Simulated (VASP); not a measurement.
A run of VASP 6.6.1:

Contents of POSCAR:

```
Ge
1.0
    1.3971490000     -2.6005160000      0.0000000000
    1.3971490000      2.6005160000      0.0000000000
    0.0000000000      0.0000000000      2.6982310000
Ge
1
Direct
    0.5000000000      0.5000000000      0.0000000000
```

Contents of INCAR.step1:

```
SYSTEM = Ge
ALGO = Normal
EDIFF = 1E-4
ENCUT = 520
GGA = PE
GGA_COMPAT = .FALSE.
ISMEAR = -1
LASPH = .TRUE.
LCHARG = .FALSE.
LNONCOLLINEAR = .TRUE.
LREAL = .FALSE.
LSORBIT = .TRUE.
LWAVE = .TRUE.
MAGMOM = 0 0 0
NBANDS = 25
NELM = 150
PREC = Accurate
SIGMA = 0.05
```

The input INCAR.step2:

```
SYSTEM = Ge
ALGO = Normal
EDIFF = 1E-6
ENCUT = 520
GGA_COMPAT = .FALSE.
ISIF = 2
ISMEAR = -1
ISTART = 1
LASPH = .TRUE.
LCHARG = .FALSE.
LMIXTAU = .TRUE.
LNONCOLLINEAR = .TRUE.
LORBIT = 11
LORBMOM = .TRUE.
LREAL = .FALSE.
LSORBIT = .TRUE.
LWAVE = .FALSE.
MAGMOM = 0 0 0
METAGGA = R2SCAN
NBANDS = 25
NELM = 150
PREC = Accurate
SIGMA = 0.05
```

The input KPOINTS:

```
k-points
0
G
  8 8 7
  0 0 0
```

Potentials or basis: VASP PAW PBE potentials, release 64 (Ge_d).

Command:

```sh
$ cat potpaw_PBE.64/Ge_d/POTCAR > POTCAR
$ cp INCAR.step1 INCAR
$ mpirun -np 1 vasp_ncl > vasp.out
$ cp INCAR.step2 INCAR
$ mpirun -np 1 vasp_ncl > vasp.out
```

Hardware: 1 thread of Intel Xeon 8259CL, on a shared host.

Problem. How long does it take, and how much memory?

Solution. It took 6.8 min on 1 thread of Intel Xeon 8259CL, with other jobs on the host, peak memory 0.24 GiB. Counts: k points 84.
